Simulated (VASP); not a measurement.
Runs of VASP 6.6.1 on W. The structure is that of space group P6_3/mmc (No. 194), or close to it. The cells are those of the table. This isn't the form of W at room conditions, which is bcc.

| task | cell | cutoff (eV) | gap on the mesh (eV) | pressure (GPa) | relaxed volume (Å³/atom) |
| --- | --- | --- | --- | --- | --- |
| relaxation of cell and atoms | relaxed from a = 2.736, b = 2.736, c = 4.853 Å, angles 90.0, 90.0, 120.0°, 2 atoms | 600 | none | 0.0 | 15.82 |
| relaxation of cell and atoms | relaxed from a = 2.801, b = 2.801, c = 4.537 Å, angles 90.0, 90.0, 120.0°, 2 atoms | 600 | none | 0.0 | 15.82 |
| single point | a = 2.736, b = 2.736, c = 4.853 Å, angles 90.0, 90.0, 120.0°, 2 atoms | 520 | none | 1.8 | - |
| single point | a = 2.791, b = 2.791, c = 4.897 Å, angles 90.0, 90.0, 120.0°, 2 atoms | 520 | none | (a) | - |

Alike in all rows: level LDA; potentials or basis VASP PAW LDA potentials, release 64 (W_sv); no spin polarisation; k mesh 17 × 17 × 9; smearing fermi-dirac 0.05 eV.

Task: Fill in the values left out.

Result: (a) -12.6.

Caveats: spin-orbit coupling is left out, which moves the levels of the heavy elements; the cell stands under tension (at least some runs).

A k mesh can miss the band edges, and the runs leave out spin-orbit coupling on W.

A gap of «none» marks levels without a gap at the run's occupations.
